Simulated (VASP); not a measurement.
Input of a VASP 6.6.1 run:

INCAR

```
ALGO = Normal
EDIFF = 1E-6
ENCUT = 520
GGA = PE
ISIF = 2
ISMEAR = 0
LASPH = True
LCHARG = True
LELF = True
LREAL = False
LVHAR = True
LWAVE = False
NBANDS = 21
NELM = 80
PREC = Accurate
SIGMA = 0.1
```

The input KPOINTS:

```
k-points
0
Gamma
  8 4 4
```

File POSCAR:

```
SrC4
1.0
    2.6302011862      0.0000000000      0.0000000000
    0.0000000000      4.8222933574      0.0000000000
    0.0000000000      0.0000000000      4.3442558815
Sr C
1 4
Direct
    0.0000000000      0.5000000000      0.0000000000
    0.5000000000      0.0000000000      0.1693099370
    0.0000000000      0.0000000000      0.6660496660
    0.5000000000      0.0000000000      0.8306900630
    0.0000000000      0.0000000000      0.3339503340
```

Potentials or basis: VASP PAW PBE potentials, release 64 (Sr_sv, C).

Command:

```console
$ cat potpaw_PBE.64/Sr_sv/POTCAR potpaw_PBE.64/C/POTCAR > POTCAR
$ mpirun -np 1 vasp_std > vasp.out
```

What does it give for the band gap on the k mesh?

Zero (bands 13 and 14 overlap by 2.53 eV).

Estimate the pressure.

0.8 GPa.

Estimate the largest force.

0.017 eV/Å.

Forces in eV/Å, atoms in the order of the input:
```
Sr   0.000  0.000  0.000
C    0.000  0.000  0.017
C    0.000  0.000 -0.001
C    0.000  0.000 -0.017
C    0.000  0.000  0.001
```

Caveat: the k points lie up to 0.36 Å⁻¹ apart, too coarse for converged energies and pressures of a metal.
